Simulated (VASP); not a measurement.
The system is Ti3Se.

```
CELL_PARAMETERS angstrom
3.19745 0.00000 0.00000
-1.59872 2.76907 0.00000
0.00000 0.00000 7.94275
ATOMIC_POSITIONS crystal
Se 0.00000 0.00000 0.00000
Ti 0.66667 0.33333 0.50000
Ti 0.33333 0.66667 0.77290
Ti 0.33333 0.66667 0.22710
```

Base run:

| Property | Result |
| --- | --- |
| Program | VASP 6.6.1 |
| Functional | PBE |
| Potentials or basis | VASP PAW PBE potentials, release 64 (Se, Ti_sv) |
| Cutoff | 520 eV |
| k mesh | 10 × 10 × 4 |
| Occupations | fermi-dirac, width 0.05 eV |
| Spin | no spin polarisation |

Its results: band gap on the k mesh zero (band 21 reaches 8.46 eV, above the bottom of band 22 at 7.90 eV); pressure 0.2 GPa; largest force 0.043 eV/Å.

**Question.** The run is repeated on the same cell with these changes: further incar settings from ALGO = Normal; EDIFF = 1e-06; NBANDS = 29 to ALGO = Normal; EDIFF = 1e-07; NBANDS = 29; hubbard terms from none to Ti d U = 8.0 eV. What comes out?

**Answer.** Band gap on the k mesh zero (band 21 reaches 9.70 eV, above the bottom of band 22 at 8.83 eV); pressure 13.5 GPa; largest force 0.132 eV/Å.

Caveats: U without spin polarisation on a metal has little footing (some runs).
